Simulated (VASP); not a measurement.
Here is a VASP 6.6.1 calculation.

INCAR

```
SYSTEM = RbSrCl3
ALGO = Normal
EDIFF = 1E-6
ENCUT = 520
GGA = CA
ISIF = 2
ISMEAR = 0
LASPH = .TRUE.
LCHARG = .FALSE.
LREAL = .FALSE.
LWAVE = .FALSE.
NBANDS = 28
NELM = 80
PREC = Accurate
SIGMA = 0.05
```

KPOINTS

```
k-points
0
G
  6 6 6
  0 0 0
```

Contents of POSCAR:

```
RbSrCl3
1.0
    5.3604272955      0.0000000000      0.0000000000
    0.0000000000      5.3604272955      0.0000000000
    0.0000000000      0.0000000000      6.4325127546
Rb Sr Cl
1 1 3
Direct
    0.5000000000      0.5000000000      0.5000000000
    0.0000000000      0.0000000000      0.0000000000
    0.5000000000      0.0000000000      0.0000000000
    0.0000000000      0.5000000000      0.0000000000
    0.0000000000      0.0000000000      0.5000000000
```

Potentials or basis: VASP PAW LDA potentials, release 64 (Rb_sv, Sr_sv, Cl).

Command:

```sh
$ cat potpaw_LDA.64/Rb_sv/POTCAR potpaw_LDA.64/Sr_sv/POTCAR potpaw_LDA.64/Cl/POTCAR > POTCAR
$ mpirun -np 1 vasp_std > vasp.out
```

Q: Predict the band gap on the k mesh.

A: 4.01 eV (least direct gap 4.26 eV).

Q: Estimate the pressure.

A: -0.8 GPa.

Stress tensor (GPa, compression positive):
```
 1.04  0.00  0.00
 0.00  1.04  0.00
 0.00  0.00 -4.38
```

Caveat: the stress differs along the axes, from -4 to 1 GPa. A k mesh can miss the band edges.
